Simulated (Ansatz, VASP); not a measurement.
InRuS3 in VASP and in Ansatz

```
In Ru S
1.0
     3.32509    1.91974    2.72201
    -3.32509    1.91974    2.72201
     0.00000   -3.83949    2.72201
In Ru S
1 1 3
Direct
  0.43486 0.43486 0.43486
  0.95891 0.95891 0.95891
  0.03000 0.49230 0.03000
  0.49230 0.03000 0.03000
  0.03000 0.03000 0.49230
```

Alike in both runs: functional PBE; k mesh 6 × 6 × 6; occupations gaussian, width 0.1 eV; no spin polarisation.

Ansatz relaxed the structure, and its values are those at the end. VASP's run is a single point on that final structure, the one shown.

```csv
,VASP,Ansatz
version,VASP 6.6.1,Ansatz 0.2.0
potentials or method,"VASP PAW PBE potentials, release 64 (In_d, Ru_pv, S), cutoff 520 eV","scalar-relativistic, plane waves, PAW"
valence electrons in the cell,45,47
```

Ansatz gave:

* gap on the k mesh at the Fermi level (eV): none
* pressure (GPa): -0.1
* rms of the force components (eV/Å): 0.014

Q: Estimate VASP's values.

A: gap on the k mesh at the Fermi level (eV): none; pressure (GPa): -0.2; rms of the force components (eV/Å): 0.007.

A gap of «none» marks a metal or a gap that the smearing closes. VASP's potentials hold 45 valence electrons a cell and Ansatz's 47, so a difference there can come from the potentials and not from the codes.
